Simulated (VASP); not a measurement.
Here is a VASP 6.6.1 calculation.

File POSCAR:

```
ZrN
1.0
    0.0000000000      2.2842273067      2.2842273067
    2.2842273067      0.0000000000      2.2842273067
    2.2842273067      2.2842273067      0.0000000000
Zr N
1 1
Direct
    0.5000000000      0.5000000000      0.5000000000
    0.0000000000      0.0000000000      0.0000000000
```

Contents of INCAR.step1:

```
SYSTEM = ZrN
PREC = Accurate ; ENCUT = 660
ISMEAR = 0 ; SIGMA = 0.05
LREAL = .False. ; LASPH = .True.
NELM = 120 ; NBANDS = 16
GGA = PE ; ALGO = Normal
EDIFF = 1E-5 ; LWAVE = .True.
LCHARG = .False. ; GGA_COMPAT = .False.
```

The input INCAR.step2:

```
SYSTEM = ZrN
PREC = Accurate ; ENCUT = 660
EDIFF = 1E-6 ; ISMEAR = 0
SIGMA = 0.05 ; LREAL = .False.
LASPH = .True. ; NELM = 120
ALGO = Normal ; ISIF = 2
LWAVE = .False. ; LCHARG = .False.
METAGGA = R2SCAN ; LMIXTAU = .True.
NBANDS = 16 ; ISTART = 1
GGA_COMPAT = .False.
```

KPOINTS

```
Automatic mesh
0
Gamma
  8 8 8
  0 0 0
```

Potentials or basis: VASP PAW PBE potentials, release 64 (Zr_sv, N).

Command:

```sh
$ cat potpaw_PBE.64/Zr_sv/POTCAR potpaw_PBE.64/N/POTCAR > POTCAR
$ cp INCAR.step1 INCAR
$ mpirun -np 1 vasp_std > vasp.out
$ cp INCAR.step2 INCAR
$ mpirun -np 1 vasp_std > vasp.out
```

Task: Predict the pressure.

Result: 3.7 GPa.

Caveat: the PAW data sets were made with another functional, which shifts forces and pressure a little.
